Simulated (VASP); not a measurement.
# Hf3N in VASP: relaxation of the atoms with PBEsol

Aim: the relaxation of the atoms of Hf3N with PBEsol.

Everything below comes from runs of VASP 6.6.1. Logs are shortened: lines on timing, memory, paths and dates and some standing lists are left out, and cuts for length are marked.

### 1 The cell of the first run

The cell holds a slab with vacuum, 4 atoms: a = 3.124 Å, b = 3.124 Å, c = 24.102 Å, α = 90.00°, β = 90.00°, γ = 120.00°.

### 2 Relaxation of the atoms, PBEsol

File INCAR:

```
SYSTEM = Hf3N
  PREC = Accurate
  ENCUT = 520
  EDIFF = 1E-7
  ISMEAR = 0
  SIGMA = 0.1
  LREAL = .FALSE.
  LASPH = .TRUE.
  NELM = 100
  ALGO = Normal
  ISIF = 2
  LWAVE = .FALSE.
  LCHARG = .FALSE.
  LDIPOL = .TRUE.
  IDIPOL = 3
  DIPOL = 0.5 0.5 0.504
  GGA = PS
  IBRION = 2
  NSW = 90
  EDIFFG = -0.03
```

File KPOINTS:

```
Automatic mesh
0
G
  9 9 1
  0 0 0
```

File POSCAR:

```
Hf3N
1.0
    3.1240671824      0.0000000000      0.0000000000
   -1.5620335912      2.7055215431      0.0000000000
    0.0000000000      0.0000000000     24.1015803460
Hf N
3 1
Selective dynamics
Direct
    0.6666666667      0.3333333333      0.3526739690  F F F
    0.3333333333      0.6666666667      0.4531250452  T T T
    0.0000000000      0.0000000000      0.5535869022  T T T
    0.0000000000      0.0000000000      0.6556548979  T T T
```

Potentials or basis: VASP PAW PBE potentials, release 64 (Hf_pv, N).

Launch:

```console
$ cat potpaw_PBE.64/Hf_pv/POTCAR potpaw_PBE.64/N/POTCAR > POTCAR
$ mpirun -np 1 vasp_std > vasp.out
```

OUTCAR:

```text
SYSTEM = Hf3N
   PREC = Accurate
   ENCUT = 520
   EDIFF = 1E-7
   ISMEAR = 0
   LREAL = .FALSE.
   LASPH = .TRUE.
   NELM = 100
   ISIF = 2
   GGA = PS
   IBRION = 2
   NSW = 90
   EDIFFG = -0.03

 ion  position               nearest neighbor table
   1  0.667  0.333  0.353-   2 3.02   2 3.02   2 3.02
   2  0.333  0.667  0.453-   1 3.02   1 3.02   1 3.02   3 3.02   3 3.02   3 3.02
   3  0.000  0.000  0.554-   4 2.46   2 3.02   2 3.02   2 3.02
   4  0.000  0.000  0.656-   3 2.46

  LATTYP: Found a hexagonal cell.
 ALAT       =     3.1240671824
 C/A-ratio  =     7.7148085937

  Lattice vectors:

 A1 = (   3.1240671824,   0.0000000000,   0.0000000000)
 A2 = (  -1.5620335912,   2.7055215431,   0.0000000000)
 A3 = (   0.0000000000,   0.0000000000,  24.1015803460)

Analysis of symmetry for initial positions (statically):
=====================================================================
 Subroutine PRICEL returns:
 Original cell was already a primitive cell.

 Routine SETGRP: Setting up the symmetry group for a
 hexagonal supercell.

 Subroutine GETGRP returns: Found  6 space group operations
 (whereof  6 operations were pure point group operations)
 out of a pool of 24 trial point group operations.

The static configuration has the point symmetry C_3v.

Analysis of symmetry for dynamics (positions and initial velocities):
=====================================================================
 Subroutine PRICEL returns:
 Original cell was already a primitive cell.

 Routine SETGRP: Setting up the symmetry group for a
 hexagonal supercell.

 Subroutine GETGRP returns: Found  6 space group operations
 (whereof  6 operations were pure point group operations)
 out of a pool of 24 trial point group operations.

The dynamic configuration has the point symmetry C_3v.

Analysis of constrained symmetry for selective dynamics:
=====================================================================
 Subroutine PRICEL returns:
 Original cell was already a primitive cell.

 Routine SETGRP: Setting up the symmetry group for a
 hexagonal supercell.

 Subroutine GETGRP returns: Found  6 space group operations
 (whereof  6 operations were pure point group operations)
 out of a pool of 24 trial point group operations.

The constrained configuration has the point symmetry C_3v.

 Subroutine INISYM returns: Found  6 space group operations
 (whereof  6 operations are pure point group operations),
 and found     1 'primitive' translations

----------------------------------------------------------------------------------------

                                     Primitive cell

  volume of cell :     203.7121

  direct lattice vectors                    reciprocal lattice vectors
     3.124067182  0.000000000  0.000000000     0.320095549  0.184807251  0.000000000
    -1.562033591  2.705521543  0.000000000     0.000000000  0.369614503  0.000000000
     0.000000000  0.000000000 24.101580346     0.000000000  0.000000000  0.041491055

  length of vectors
     3.124067182  3.124067182 24.101580346     0.369614503  0.369614503  0.041491055

  position of ions in fractional coordinates (direct lattice)
     0.666666667  0.333333333  0.352673969
     0.333333333  0.666666667  0.453125045
     0.000000000  0.000000000  0.553586902
     0.000000000  0.000000000  0.655654898

  ion indices of the primitive-cell ions
   primitive index   ion index
                 1           1
                 2           2
                 3           3
                 4           4

----------------------------------------------------------------------------------------

 KPOINTS: Automatic mesh

Automatic generation of k-mesh.
 Grid dimensions read from file:
 generate k-points for:    9    9    1

 Generating k-lattice:

  Cartesian coordinates                     Fractional coordinates (reciprocal lattice)
     0.035566172  0.020534139  0.000000000     0.111111111  0.000000000  0.000000000
     0.000000000  0.041068278  0.000000000     0.000000000  0.111111111  0.000000000
     0.000000000  0.000000000  0.041491055     0.000000000  0.000000000  1.000000000

  Length of vectors
     0.041068278  0.041068278  0.041491055

  Shift w.r.t. Gamma in fractional coordinates (k-lattice)
     0.000000000  0.000000000  0.000000000

 Subroutine IBZKPT returns following result:
 ===========================================

 Found     12 irreducible k-points:

 Following reciprocal coordinates:
            Coordinates               Weight
  0.000000  0.000000  0.000000      1.000000
  0.111111 -0.000000  0.000000      6.000000
  0.222222  0.000000  0.000000      6.000000
  0.333333 -0.000000  0.000000      6.000000
  0.444444  0.000000  0.000000      6.000000
  0.111111  0.111111  0.000000      6.000000
  0.222222  0.111111  0.000000     12.000000
  0.333333  0.111111  0.000000     12.000000
  0.444444  0.111111  0.000000      6.000000
  0.222222  0.222222  0.000000      6.000000
  0.333333  0.222222  0.000000     12.000000
  0.333333  0.333333  0.000000      2.000000
   k-points           NKPTS =     12   k-points in BZ     NKDIM =     12   number of bands    NBANDS=     21
   number of dos      NEDOS =    301   number of ions     NIONS =      4
   total plane-waves  NPLWV = 103680
   dimension x,y,z NGX =    24 NGY =   24 NGZ =  180
   dimension x,y,z NGXF=    48 NGYF=   48 NGZF=  360
   ions per type =               3   1
   NGX,Y,Z   is equivalent  to a cutoff of  12.77, 12.77, 12.42 a.u.
   NGXF,Y,Z  is equivalent  to a cutoff of  25.54, 25.54, 24.83 a.u.
 SYSTEM =  Hf3N
   PREC   = accura    normal or accurate (medium, high low for compatibility)
   ISTART =      0    job   : 0-new  1-cont  2-samecut
   ICHARG =      2    charge: 1-file 2-atom 10-const
   ISPIN  =      1    spin polarized calculation?
   LNONCOLLINEAR =      F non collinear calculations
   LSORBIT =      F    spin-orbit coupling
   LASPH  =      T    aspherical Exc in radial PAW
   ENCUT  =  520.0 eV  38.22 Ry    6.18 a.u.   5.81  5.81 44.81*2*pi/ulx,y,z
   NELM   =    100;   NELMIN=  2; NELMDL= -5     # of ELM steps
   EDIFF  = 0.1E-06   stopping-criterion for ELM
   LREAL  =      F    real-space projection
   EDIFFG = -.3E-01   stopping-criterion for IOM
   NSW    =     90    number of steps for IOM
   IBRION =      2    ionic relax: 0-MD 1-quasi-New 2-CG
   NFREE  =      1    steps in history (QN), initial steepest desc. (CG)
   ISIF   =      2    stress and relaxation
   ISYM   =      2    0-nonsym 1-usesym 2-fastsym
   POTIM  = 0.5000    time-step for ionic-motion
   TEBEG  =    0.0;   TEEND  =   0.0 temperature during run
   PSTRESS=    0.0 pullay stress
   NELECT =      35.0000    total number of electrons
   NUPDOWN=      -1.0000    fix difference up-down
   EMIN   =  10.00;   EMAX   =-10.00  energy-range for DOS
   EFERMI =   0.00;   METHOD = LEGACY
   ISMEAR =     0;   SIGMA  =   0.10  broadening in eV -4-tet -1-fermi 0-gaus
   EFERMI_NEDOS =   21; number of points for ismear=-14 and -15
   IALGO  =     38    algorithm
   IMIX   =      4    mixing-type and parameters
     AMIX     =   0.40;   BMIX     =  1.00
     AMIX_MAG =   1.60;   BMIX_MAG =  1.00
  volume/ion in A,a.u.               =      50.93       343.68
  Fermi-wavevector in a.u.,A,eV,Ry     =   0.910106  1.719851 11.269605  0.828293
  Thomas-Fermi vector in A             =   2.034229
   LORBIT       =      0    0 simple, 1 ext, 2 COOP (PROOUT), +10 PAW based schemes
   GGA     = PS    functional components
   LHFCALC =     F    Hartree Fock is set to
   AEXX    =    0.0000 exact exchange contribution
   IVDW    =     0    specifies the selected vdW correction
   LEPSILON=     F    determine dielectric tensor
   LRPA    =     F    only Hartree local field effects (RPA)
 conjugate gradient relaxation of ions
 non-spin polarized calculation
 Gauss-broadening in eV      SIGMA  =   0.10
  energy-cutoff  :      520.00
  volume of cell :      203.71
 maximum number of plane-waves:      5516
 NGX is ok and might be reduce to    24
   NGX = 11   NGY = 11   NGZ = 89

--------------------------------------- Ionic step        1  -------------------------------------------

 number of electron      34.9999996 magnetization

 Free energy of the ion-electron system (eV)
  ---------------------------------------------------
  ext. energy  EPLUGINS =         0.00000000
  ---------------------------------------------------
  free energy    TOTEN  =       -33.93138295 eV

  energy without entropy =      -33.89750051  energy(sigma->0) =      -33.91444173

------------------------ aborting loop because EDIFF is reached ----------------------------------------

  FORCE on cell =-STRESS in cart. coord.  units (eV):
  Direction    XX          YY          ZZ          XY          YZ          ZX
  --------------------------------------------------------------------------------------
  -------------------------------------------------------------------------------------
  Total       -1.6229238     -1.6229238     -7.5149924      0.0000000     -0.0000000     -0.0000000
  in kB      -12.7641478    -12.7641478    -59.1047316      0.0000000     -0.0000000     -0.0000000
  external PRESSURE =     -28.2110091 kB  Pullay stress =       0.0000000 kB
[... 95 lines left out ...]
  FREE ENERGIE OF THE ION-ELECTRON SYSTEM (eV)
  ---------------------------------------------------
  free  energy   TOTEN  =       -35.3768023982 eV

  energy  without entropy=      -35.3433040610  energy(sigma->0) =      -35.36005323

 dipolmoment           0.000000      0.000000     -0.003952 electrons x Angstroem

[... ionic steps 4 to 22 ...]

--------------------------------------- Ionic step       23  -------------------------------------------

 number of electron      34.9999995 magnetization

------------------------ aborting loop because EDIFF is reached ----------------------------------------

  FORCE on cell =-STRESS in cart. coord.  units (eV):
  Direction    XX          YY          ZZ          XY          YZ          ZX
  --------------------------------------------------------------------------------------
  -------------------------------------------------------------------------------------
  Total        1.0432879      1.0432879     -0.3237138     -0.0000000      0.0000000      0.0000000
  in kB        8.2053643      8.2053643     -2.5459796     -0.0000000      0.0000000      0.0000000
  external PRESSURE =       4.6215830 kB  Pullay stress =       0.0000000 kB
[... 61 lines left out ...]
  energy  without entropy=      -35.5356342632  energy(sigma->0) =      -35.55082704

--------------------------------------- Ionic step       25  -------------------------------------------

 number of electron      34.9999995 magnetization

 dipolmoment           0.000000      0.000000      0.169995 electrons x Angstroem

 Free energy of the ion-electron system (eV)
  ---------------------------------------------------
  ext. energy  EPLUGINS =         0.00000000
  ---------------------------------------------------
  free energy    TOTEN  =       -35.56891447 eV

  energy without entropy =      -35.53711064  energy(sigma->0) =      -35.55301255

 E-fermi :  -2.6280     XC(G=0):  -4.8379

 val. band max:       -2.6718261549   @ k =   0.1111  -0.0000   0.0000
 cond. band min:      -2.6220093963   @ k =   0.2222   0.0000   0.0000
 fundamental gap:      0.0498167586
 Fermi energy:        -2.6280449515

 k-point     1 :       0.0000    0.0000    0.0000
  band No.  band energies     occupation
      1     -33.5068      2.00000
      2     -32.8538      2.00000
      3     -32.8538      2.00000
      4     -32.8273      2.00000
      5     -32.5273      2.00000
      6     -32.5273      2.00000
[... 277 lines left out ...]
     20      -2.0375      0.00000
     21      -1.9641      0.00000

------------------------ aborting loop because EDIFF is reached ----------------------------------------

 vacuum level on the upper side and lower side of the slab       (xc-potential included)         1.705        -1.895

  FORCE on cell =-STRESS in cart. coord.  units (eV):
  Direction    XX          YY          ZZ          XY          YZ          ZX
  --------------------------------------------------------------------------------------
  -------------------------------------------------------------------------------------
  Total        1.1350028      1.1350028     -0.0508027      0.0000000      0.0000000      0.0000000
  in kB        8.9266940      8.9266940     -0.3995590      0.0000000      0.0000000      0.0000000
  external PRESSURE =       5.8179430 kB  Pullay stress =       0.0000000 kB

 VOLUME and BASIS-vectors are now :
 -----------------------------------------------------------------------------
  energy-cutoff  :      520.00
  volume of cell :      203.71
      direct lattice vectors                 reciprocal lattice vectors
     3.124067182  0.000000000  0.000000000     0.320095549  0.184807251  0.000000000
    -1.562033591  2.705521543  0.000000000     0.000000000  0.369614503  0.000000000
     0.000000000  0.000000000 24.101580346     0.000000000  0.000000000  0.041491055
[... 10 lines left out ...]
  FREE ENERGIE OF THE ION-ELECTRON SYSTEM (eV)
  ---------------------------------------------------
  free  energy   TOTEN  =       -35.5689144684 eV

  energy  without entropy=      -35.5371106402  energy(sigma->0) =      -35.55301255

 reached required accuracy - stopping structural energy minimisation

 vacuum level on the upper side and lower side of the slab         5.564         1.881
```

Wall time 24 min (1 thread of AMD EPYC 9R45 (Zen 5), shared host); peak memory 0.32 GiB.

What came out:

```
Free energy               : -35.5689 eV
Energy gained by relaxing : 409.4 meV/atom
Ionic steps               : 25
Band gap on the k mesh    : zero (an odd number of electrons rules out a gap without spin polarisation)
```

The path:
| step | energy change (eV) | largest force on free atoms (eV/Å) | pressure (GPa) |
| --- | --- | --- | --- |
| 1 | 0.0000 | 3.8610 | -2.82 |
| 2 | -1.1814 | 2.8889 | -2.61 |
| 3 | -1.4454 | 1.8954 | 0.01 |
| 4 | -1.4968 | 0.8693 | -1.25 |
| 5 | -1.5028 | 0.5473 | -1.00 |
| 6 | -1.5024 | 0.5642 | -0.88 |
| 7 | -1.5298 | 0.6561 | -0.73 |
| 8 | -1.5581 | 1.1997 | -0.21 |
| 9 | -1.5732 | 0.8430 | -0.32 |
| 10 | -1.5838 | 0.3492 | -0.49 |
| 11 | -1.5839 | 0.3366 | -0.48 |
| 12 | -1.5862 | 0.3163 | -0.48 |
| 13 | -1.5923 | 0.2531 | -0.51 |
| 14 | -1.6006 | 0.3288 | -0.53 |
| 15 | -1.6001 | 0.6132 | -0.55 |
| 16 | -1.6033 | 0.4634 | -0.55 |
| 17 | -1.6068 | 0.3472 | -0.44 |
| 18 | -1.6099 | 0.3114 | -0.20 |
| 19 | -1.6135 | 0.2817 | -0.16 |
| 20 | -1.6228 | 0.1935 | -0.02 |
| 21 | -1.6345 | 0.1373 | 0.28 |
| 22 | -1.6269 | 0.4899 | 0.90 |
| 23 | -1.6369 | 0.1467 | 0.46 |
| 24 | -1.6346 | 0.3549 | 0.84 |
| 25 | -1.6375 | 0.0099 | 0.58 |

Final structure:
```
CELL_PARAMETERS angstrom
3.12407 0.00000 0.00000
-1.56203 2.70552 0.00000
0.00000 0.00000 24.10158
ATOMIC_POSITIONS crystal
Hf 0.66667 0.33333 0.35267
Hf 0.33333 0.66667 0.45129
Hf 0.00000 0.00000 0.55489
N 0.00000 0.00000 0.63156
```

Caveat: the PAW data sets were made with another functional, which shifts forces and pressure a little; spin-orbit coupling is left out, which moves the levels of the heavy elements.
